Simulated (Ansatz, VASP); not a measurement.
# One calculation of BaTiO3, two programs

The input INCAR:

```
PREC     = Accurate       # precision mode
ENCUT    = 520            # plane-wave cutoff, eV
EDIFF    = 1E-7           # SCF threshold, eV
ISMEAR   = 0              # smearing method
SIGMA    = 0.02           # smearing width, eV
LREAL    = F              # projectors in reciprocal space
LASPH    = T              # aspherical terms in the spheres
NELM     = 80             # most SCF steps
ALGO     = Normal         # electronic algorithm
ISIF     = 2              # what is computed and relaxed
LWAVE    = F              # write WAVECAR
LCHARG   = T              # write CHGCAR
GGA      = PS             # functional
LELF     = T              # ELF
LVHAR    = T            
NBANDS   = 28             # bands
```

KPOINTS

```
regular mesh
0
Gamma
  6 6 6
```

POSCAR

```
BaTiO3
1.0
    3.9499158404      0.0000000000      0.0000000000
    0.0000000000      2.8284512550      2.8386567297
    0.0000000000     -2.8284512550      2.8386567297
Ba Ti O
1 1 3
Direct
    0.0000000000      0.0036319263      0.0036319263
    0.5000000000      0.5164790852      0.5164790852
    0.5000000000      0.9814796900      0.4903218796
    0.5000000000      0.4903218796      0.9814796900
    0.0000000000      0.4879874189      0.4879874189
```

Input for Ansatz:

```yaml
crystal:
  lattice:
    - [3.9499158404, 0.0, 0.0]
    - [0.0, 2.828451255, 2.8386567297]
    - [0.0, -2.828451255, 2.8386567297]
  atoms:
    - { symbol: Ba, position: [0.0, 0.0036319263, 0.0036319263] }
    - { symbol: Ti, position: [0.5, 0.5164790852, 0.5164790852] }
    - { symbol: O, position: [0.5, 0.98147969, 0.4903218796] }
    - { symbol: O, position: [0.5, 0.4903218796, 0.98147969] }
    - { symbol: O, position: [0.0, 0.4879874189, 0.4879874189] }
basis:
  ecutwfc: 420
  xc_grid: 2
kpoints:
  mp_grid: { grid: [6, 6, 6] }
  band_path: { path: [VBM, CBM], npoints: 2 }
hamiltonian:
  xc: pbesol
scf:
  occupations: { method: gaussian, width: 0.02 }
output:
  forces: true
  stress: true
  eigenvalues: true
```

Alike in both runs: task single point; functional PBEsol; k mesh 6 × 6 × 6; occupations gaussian, width 0.02 eV; no spin polarisation.

```csv
,VASP,Ansatz
version,VASP 6.6.1,Ansatz 0.2.0
potentials or method,"VASP PAW PBE potentials, release 64 (Ba_sv, Ti_sv, O), cutoff 520 eV","scalar-relativistic, plane waves, PAW"
valence electrons in the cell,40,40
```

```tsv
	VASP	Ansatz	Ansatz less VASP
gap on the k mesh at the Fermi level (eV)	2.09	2.14	+0.057
least direct gap on the mesh (eV)	2.44	2.45	+0.017
pressure (GPa)	1.9	0.0	-1.94
rms of the force components (eV/Å)	0.023	0.002	-0.0215
```

VASP's potentials were made for PBE, not for PBEsol. Atom by atom the forces differ by 0.024 eV/Å (rms over components). With one functional, cell and mesh, what is left measures potentials, basis and numerics.

Spin-orbit coupling is off throughout.
